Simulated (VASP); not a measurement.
Crystal: TeAs3F.

```
CELL_PARAMETERS angstrom
5.88079 0.00000 0.00000
-2.94039 5.09291 0.00000
0.00000 0.00000 4.73887
ATOMIC_POSITIONS crystal
Te 0.33333 0.66667 0.50000
As 0.18673 0.81327 0.00000
As 0.18673 0.37347 0.00000
As 0.62653 0.81327 0.00000
F 0.00000 0.00000 0.50000
```

The cell was generated, and may not be a known phase.

```yaml
Program: VASP 6.6.1
Task: relaxation of cell and atoms
Functional: PBE
Potentials_or_basis: VASP PAW PBE potentials, release 64 (Te, As, F)
Cutoff: 600 eV
k_mesh: 6 × 6 × 8
Occupations: gaussian, width 0.1 eV
Spin: no spin polarisation
```

At the start: pressure 0.4 GPa; volume 28.39 Å³/atom.

Task: Where does the relaxation end?

Result: Over 7 steps the energy falls by 9.4 meV/atom and the volume is 28.81 Å³/atom (+1.5 %); space group P-6m2 (No. 187, to 0.1 Å) before and after.

Step by step:
```
step  energy change (eV)  largest force (eV/Å)  pressure (GPa)  volume (Å³)
   1              0.0000                0.3349            0.45       141.93
   2             -0.0467                0.0241            0.01       143.52
   3             -0.0467                0.0246            0.01       143.52
   4             -0.0468                0.0069            0.05       143.56
   5             -0.0468                0.0051            0.08       143.59
   6             -0.0469                0.0020            0.07       143.70
   7             -0.0470                0.0061            0.01       144.04
```

Final structure:
```yaml
crystal:
  lattice:
    - [5.84904, 0.00000, 0.00000]
    - [-2.92452, 5.06541, 0.00000]
    - [0.00000, 0.00000, 4.86167]
  atoms:
    - { symbol: Te, position: [0.33333, 0.66667, 0.50000] }
    - { symbol: As, position: [0.18869, 0.81131, 0.00000] }
    - { symbol: As, position: [0.18869, 0.37737, 0.00000] }
    - { symbol: As, position: [0.62263, 0.81131, 0.00000] }
    - { symbol: F, position: [0.00000, 0.00000, 0.50000] }
```
